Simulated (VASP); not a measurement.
Write the native input for VASP 6.6.1 that does the following.

- Task: single point
- Functional: PBE
- Potentials or basis: VASP PAW PBE potentials, release 64 (Rb_sv, Y_sv, S)
- Cutoff: 520 eV
- k mesh: 4 × 4 × 4
- Occupations: gaussian, width 0.1 eV
- Spin: no spin polarisation
- Dipole correction: no
- Further INCAR settings: ALGO = Normal; EDIFF = 1e-06; NBANDS = 30

The structure of RbY2S2 lies in POSCAR:

```
RbY2S2
1.0
    4.7915301500      0.0000000000      0.0000000000
    0.0000000000      4.7915301500      0.0000000000
    0.0000000000      0.0000000000      6.7836979600
Rb Y S
1 2 2
Direct
    0.5000000000      0.5000000000      0.3693469400
    0.5000000000      0.0000000000      0.8883449300
    0.0000000000      0.5000000000      0.8883449300
    0.5000000000      0.0000000000      0.2092444100
    0.0000000000      0.5000000000      0.2092444100
```

The cell was generated, and may not be a known phase.

These files were run (other wordings do the same):

INCAR

```
PREC = Accurate ; ENCUT = 520
EDIFF = 1E-6 ; ISMEAR = 0
SIGMA = 0.1 ; LREAL = F
LASPH = T ; NELM = 60
ALGO = Normal ; ISIF = 2
LWAVE = F ; LCHARG = F
GGA = PE ; NBANDS = 30
```

KPOINTS

```
Automatic mesh
0
Gamma
  4 4 4
```

Potentials or basis: VASP PAW PBE potentials, release 64 (Rb_sv, Y_sv, S).

Run with:

```console
$ cat potpaw_PBE.64/Rb_sv/POTCAR potpaw_PBE.64/Y_sv/POTCAR potpaw_PBE.64/S/POTCAR > POTCAR
$ mpirun -np 1 vasp_std > vasp.out
```

It gave:

The pressure is 17.2 GPa. The largest force is 3.739 eV/Å and the band gap on the k mesh is zero (an odd number of electrons rules out a gap without spin polarisation).

Caveat: the stress differs along the axes, from 15 to 21 GPa; forces of over 1 eV/Å act on the atoms, so gaps and moduli don't describe the material at rest.

It took 40 s on 1 thread of Intel(R) Xeon(R) 6975P-C (Granite Rapids), on a shared host, peak memory 0.29 GiB.
